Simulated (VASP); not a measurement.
Input of a VASP 6.6.1 run:

INCAR

```
  PREC = Accurate
  ENCUT = 520
  EDIFF = 1E-6
  ISMEAR = 0
  SIGMA = 0.1
  LREAL = False
  LASPH = True
  NELM = 60
  ALGO = Normal
  ISIF = 2
  LWAVE = False
  LCHARG = True
  GGA = PE
  LELF = True
  LVHAR = True
  NBANDS = 24
```

KPOINTS

```
regular mesh
0
Gamma
  14 14 14
```

File POSCAR:

```
AlNi3
1.0
    0.0000000000      2.8917971787      2.8917971787
    2.8917971787      0.0000000000      2.8917971787
    2.8917971787      2.8917971787      0.0000000000
Al Ni
1 3
Direct
    0.5000000000      0.5000000000      0.5000000000
    0.2500000000      0.2500000000      0.2500000000
    0.0000000000      0.0000000000      0.0000000000
    0.7500000000      0.7500000000      0.7500000000
```

Potentials or basis: VASP PAW PBE potentials, release 64 (Al, Ni).

Launch:

```bash
$ cat potpaw_PBE.64/Al/POTCAR potpaw_PBE.64/Ni/POTCAR > POTCAR
$ mpirun -np 1 vasp_std > vasp.out
```

(1) What does it give for the pressure?

## Answers

(1) -9.0 GPa.
